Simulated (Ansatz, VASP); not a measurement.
## One calculation of Ge, two programs

The input INCAR:

```
SYSTEM = Ge
  PREC = Accurate
  ENCUT = 600
  EDIFF = 1E-6
  ISMEAR = 0
  SIGMA = 0.1
  LREAL = .FALSE.
  LASPH = .TRUE.
  NELM = 100
  ALGO = Normal
  ISIF = 3
  LWAVE = .FALSE.
  LCHARG = .FALSE.
  GGA = PE
  IBRION = 2
  NSW = 100
  EDIFFG = -0.01
```

Contents of KPOINTS:

```
Automatic mesh
0
G
  24 24 20
  0 0 0
```

Contents of POSCAR:

```
Ge
1.0
    2.8485211587      0.0000000000      0.0000000000
   -1.4242605793      2.4668916866      0.0000000000
    0.0000000000      0.0000000000      2.8032410663
Ge
1
Direct
    0.0000000000      0.0000000000      0.0000000000
```

Input for Ansatz:

```yaml
crystal:
  lattice:
    - [2.8485211587, 0.0, 0.0]
    - [-1.4242605793, 2.4668916866, 0.0]
    - [0.0, 0.0, 2.8032410663]
  atoms:
    - { symbol: Ge, position: [0.0, 0.0, 0.0] }
basis:
  ecutwfc: 420
kpoints:
  mp_grid: { grid: [24, 24, 20] }
hamiltonian:
  xc: pbe
scf:
  occupations: { method: gaussian, width: 0.1 }
output:
  forces: true
  stress: true
  eigenvalues: true
  write_density: true
  write_potential: true
  elf: true
  volumetric_format: npy
relax:
  adjacent_minimum: "off"
  f_tol: 0.01
  max_steps: 80
  cell: { stress_tol: 0.05 }
```

Alike in both runs: task relaxation of cell and atoms; functional PBE; k mesh 24 × 24 × 20; occupations gaussian, width 0.1 eV; no spin polarisation.

|  | VASP | Ansatz |
| --- | --- | --- |
| version | VASP 6.6.1 | Ansatz 0.2.0 |
| potentials or method | VASP PAW PBE potentials, release 64 (Ge_d), cutoff 600 eV | scalar-relativistic, plane waves, PAW |
| valence electrons in the cell | 14 | 14 |

```tsv
	VASP	Ansatz	Ansatz less VASP
gap on the k mesh at the Fermi level, each at its own relaxed structure (eV)	none	none	-
relaxed volume (Å³/atom)	19.33	19.33	-0.002
relaxed cell length with the largest relative difference (Å)	2.694	2.693	-0.0009
```

A gap of «none» marks a metal or a gap that the smearing closes.
